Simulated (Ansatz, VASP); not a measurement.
# Be3Ag in VASP and in Ansatz

File INCAR:

```
ALGO     = Normal         # electronic algorithm
EDIFF    = 1E-6           # SCF threshold, eV
EDIFFG   = -0.001         # ionic threshold
ENCUT    = 600            # plane-wave cutoff, eV
GGA      = PS             # functional
IBRION   = 2              # ionic algorithm
ISIF     = 3              # what is computed and relaxed
ISMEAR   = -1             # smearing method
LASPH    = T              # aspherical terms in the spheres
LCHARG   = F              # write CHGCAR
LREAL    = F              # projectors in reciprocal space
LWAVE    = F              # write WAVECAR
NELM     = 100            # most SCF steps
NSW      = 80             # ionic steps
PREC     = Accurate       # precision mode
SIGMA    = 0.15           # smearing width, eV
```

Contents of KPOINTS:

```
k-points
0
Gamma
  18 18 6
```

POSCAR

```
Be3Ag
1.0
    2.6059673721      0.0000000000      0.0000000000
   -1.3029836861      2.2568339456      0.0000000000
    0.0000000000      0.0000000000      7.5258327470
Be Ag
3 1
Direct
    0.0000000000      0.0000000000      0.5000000000
    0.6666666667      0.3333333333      0.2735166151
    0.6666666667      0.3333333333      0.7264833849
    0.0000000000      0.0000000000      0.0000000000
```

Input for Ansatz:

```yaml
crystal:
  lattice:
    - [2.6059673721, 0.0, 0.0]
    - [-1.3029836861, 2.2568339456, 0.0]
    - [0.0, 0.0, 7.525832747]
  atoms:
    - { symbol: Be, position: [0.0, 0.0, 0.5] }
    - { symbol: Be, position: [0.6666666667, 0.3333333333, 0.2735166151] }
    - { symbol: Be, position: [0.6666666667, 0.3333333333, 0.7264833849] }
    - { symbol: Ag, position: [0.0, 0.0, 0.0] }
basis:
  ecutwfc: 420
kpoints:
  mp_grid: { grid: [18, 18, 6] }
hamiltonian:
  xc: pbesol
scf:
  occupations: { method: fermi_dirac, width: 0.15 }
output:
  forces: true
  stress: true
  eigenvalues: true
relax:
  adjacent_minimum: "off"
  f_tol: 0.001
  max_steps: 60
  cell: { stress_tol: 0.01 }
```

Alike in both runs: task relaxation of cell and atoms; functional PBEsol; k mesh 18 × 18 × 6; occupations fermi-dirac, width 0.15 eV; no spin polarisation.

|  | VASP | Ansatz |
| --- | --- | --- |
| version | VASP 6.6.1 | Ansatz 0.2.0 |
| potentials or method | VASP PAW PBE potentials, release 64 (Be, Ag), cutoff 600 eV | scalar-relativistic, plane waves, PAW |
| valence electrons in the cell | 17 | 25 |

Ansatz gave:

```
gap on the k mesh at the Fermi level, each at its own relaxed structure (eV) : none
relaxed volume (Å³/atom)                                                     : 11.07
relaxed cell length with the largest relative difference (Å)                 : 7.517
```

Task: Estimate VASP's values.

Result: gap on the k mesh at the Fermi level, each at its own relaxed structure (eV): none; relaxed volume (Å³/atom): 11.07; relaxed cell length with the largest relative difference (Å): 7.526.

VASP's potentials were made for PBE, not for PBEsol. A gap of «none» marks a metal or a gap that the smearing closes. VASP's potentials hold 17 valence electrons a cell and Ansatz's 25, so a difference there can come from the potentials and not from the codes.
